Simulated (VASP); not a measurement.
Si16Ge (a cell with a defect), 17 atoms in the cell. The cell holds a defect, 17 atoms: a = 7.679 Å, b = 7.679 Å, c = 7.679 Å, α = 60.00°, β = 60.00°, γ = 60.00°. 

| Item | Value |
| --- | --- |
| Program | VASP 6.6.1 |
| Task | single point |
| Functional | PBE |
| Potentials or basis | VASP PAW PBE potentials, release 64 (Si, Ge_d) |
| Cutoff | 520 eV |
| k mesh | 2 × 2 × 2 |
| Occupations | gaussian, width 0.02 eV |
| Spin | no spin polarisation |
| Dipole correction | no |
| Further INCAR settings | LREAL = Auto; ALGO = Normal; EDIFF = 1e-06; NBANDS = 53 |

Potentials or basis: VASP PAW PBE potentials, release 64 (Si, Ge_d).

The run is started by

```sh
$ cat potpaw_PBE.64/Si/POTCAR potpaw_PBE.64/Ge_d/POTCAR > POTCAR
$ mpirun -np 1 vasp_std > vasp.out
```

Hardware: 1 thread of Intel(R) Xeon(R) Platinum 8559C (Emerald Rapids), with other jobs on the host.

**Question.** How long does it take, and how much memory?

**Answer.** Run time: 3.1 min on 1 thread of Intel(R) Xeon(R) Platinum 8559C (Emerald Rapids) (shared host), peak memory 0.49 GiB. Counts: scf iterations 14, k points 8.
